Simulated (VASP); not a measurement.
Runs of VASP 6.6.1 on SnO. The structure is that of space group P4/nmm (No. 129), or close to it. The cells are those of the table. 

```csv
level,potentials or basis,cell,cutoff (eV),gap on the mesh (eV),pressure (GPa),largest force (eV/Å)
"b88 exchange, pbe correlation","VASP PAW PBE potentials, release 64 (Sn_d, O)","a = 3.814, b = 3.814, c = 4.887 Å, 4 atoms",600,0.40,(c),0.42
revPBE,"VASP PAW PBE potentials, release 64 (Sn_d, O)","a = 3.839, b = 3.839, c = 4.919 Å, 4 atoms",520,0.45,3.8,0.31
revPBE+D4,"VASP PAW PBE potentials, release 64 (Sn_d, O)","a = 3.888, b = 3.888, c = 4.983 Å, 4 atoms",600,0.58,(a),0.15
LDA,"VASP PAW LDA potentials, release 64 (Sn_d, O)","a = 3.788, b = 3.788, c = 4.854 Å, 4 atoms",600,(b),-1.2,0.15
r2SCAN+D3(BJ),"VASP PAW PBE potentials, release 64 (Sn_d, O)","a = 3.814, b = 3.814, c = 4.887 Å, 4 atoms",520,0.51,-0.9,0.02
```

Alike in all rows: task single point; no spin polarisation; k mesh 7 × 7 × 6; smearing fermi-dirac 0.05 eV.

Question: Estimate the missing entries.

Answer: (a) -3.0; (b) 0.38; (c) 3.5.

Caveats: spin-orbit coupling is left out, which moves the levels of the heavy elements; an odd mesh through Γ misses points on the zone boundary, where band edges can lie; the PAW data sets were made with another functional, which shifts forces and pressure a little (at least some runs); the cell stands under pressure (at least some runs); the cell stands under tension (at least some runs).

A k mesh can miss the band edges, and the runs leave out spin-orbit coupling on Sn.
